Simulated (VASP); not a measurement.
Set up this calculation in VASP 6.6.1, as the native input.

* Task: relaxation of cell and atoms
* Functional: PBE
* Potentials or basis: VASP PAW PBE potentials, release 64 (Ge_d, Se)
* Cutoff: 600 eV
* k mesh: 12 × 12 × 4
* Occupations: gaussian, width 0.1 eV
* Spin: no spin polarisation
* Dipole correction: no
* Further INCAR settings: ALGO = Normal; EDIFF = 1e-06; IBRION = 2; EDIFFG = -0.01; NSW = 100; ISIF = 3

The structure of Ge2Se3 lies in POSCAR:

```
Ge2Se3
1.0
    3.8162687368      0.0000000000      0.0000000000
   -1.9081343684      3.3049856737      0.0000000000
    0.0000000000      0.0000000000      9.2465646327
Ge Se
2 3
Direct
    0.3333333333      0.6666666667      0.1831051024
    0.6666666667      0.3333333333      0.8168948976
    0.0000000000      0.0000000000      0.0000000000
    0.3333333333      0.6666666667      0.6673317471
    0.6666666667      0.3333333333      0.3326682529
```

The input as run:

INCAR

```
SYSTEM = Ge2Se3
ALGO = Normal
EDIFF = 1E-6
EDIFFG = -0.01
ENCUT = 600
GGA = PE
IBRION = 2
ISIF = 3
ISMEAR = 0
LASPH = .TRUE.
LCHARG = .FALSE.
LREAL = .FALSE.
LWAVE = .FALSE.
NELM = 100
NSW = 100
PREC = Accurate
SIGMA = 0.1
```

KPOINTS

```
k-points
0
G
  12 12 4
  0 0 0
```

Potentials or basis: VASP PAW PBE potentials, release 64 (Ge_d, Se).

The run is started by

```console
$ cat potpaw_PBE.64/Ge_d/POTCAR potpaw_PBE.64/Se/POTCAR > POTCAR
$ mpirun -np 1 vasp_std > vasp.out
```

Results of the run:

```
Relaxed volume                         : 23.35 Å³/atom
Relaxed cell                           : a = 3.783 Å, b = 3.783 Å, c = 9.421 Å, α = 90.00°, β = 90.00°, γ = 120.00°
Space group after relaxing (to 0.05 Å) : P-3m1 (No. 164)
Energy gained by relaxing              : 1.6 meV/atom
Ionic steps                            : 12
Pressure after relaxing                : 0.0 GPa
Largest force after relaxing           : 0.005 eV/Å
Band gap on the k mesh                 : zero (band 23 reaches 4.68 eV, above the bottom of band 24 at 3.69 eV)
```

Caveat: this functional lacks dispersion, which binds the layers, so the pressure and a relaxed spacing across them are unreliable.

It took 24 min on 1 thread of Intel Xeon 6975P-C (shared host), peak memory 0.44 GiB.
